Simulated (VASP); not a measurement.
Write the native input for VASP 6.6.1 that does the following.

```yaml
Task: single point
Functional: RPBE
Dispersion: D3(BJ)
Potentials_or_basis: VASP PAW PBE potentials, release 64 (Sb)
Cutoff: 520 eV
k_mesh: 9 × 9 × 5
Occupations: fermi-dirac, width 0.05 eV
Spin: no spin polarisation
Dipole_correction: no
Further_INCAR_settings: ALGO = Normal; EDIFF = 1e-07; NBANDS = 12
```

The structure of Sb lies in POSCAR:

```
Sb
1.0
    3.0525735285      0.0000000000      0.0000000000
   -1.5262867642      2.6436062226      0.0000000000
    0.0000000000      0.0000000000      4.9286226061
Sb
2
Direct
    0.6666666667      0.3333333333      0.7500000000
    0.3333333333      0.6666666667      0.2500000000
```

These files were run (other wordings do the same):

INCAR

```
  PREC = Accurate
  ENCUT = 520
  EDIFF = 1E-7
  ISMEAR = -1
  SIGMA = 0.05
  LREAL = F
  LASPH = T
  NELM = 60
  ALGO = Normal
  ISIF = 2
  LWAVE = F
  LCHARG = T
  GGA = RP
  IVDW = 12
  LELF = T
  LVHAR = T
  NBANDS = 12
```

KPOINTS

```
regular mesh
0
Gamma
  9 9 5
```

Potentials or basis: VASP PAW PBE potentials, release 64 (Sb).

The run is started by

```bash
$ cat potpaw_PBE.64/Sb/POTCAR > POTCAR
$ mpirun -np 1 vasp_std > vasp.out
```

Results of the run:

| Property | Result |
| --- | --- |
| Pressure | 0.0 GPa |
| Band gap on the k mesh | zero (band 5 reaches 19.03 eV, above the bottom of band 6 at 9.20 eV) |
| Dispersion energy per atom | -3.865 eV |

Caveat: the PAW data sets were made with another functional, which shifts forces and pressure a little; spin-orbit coupling is left out, which moves the levels of the heavy elements; pairwise dispersion overbinds metals, which lowers pressure and volume.

It took 30 s on 1 thread of AMD EPYC 7R13, on a shared host, peak memory 0.14 GiB.
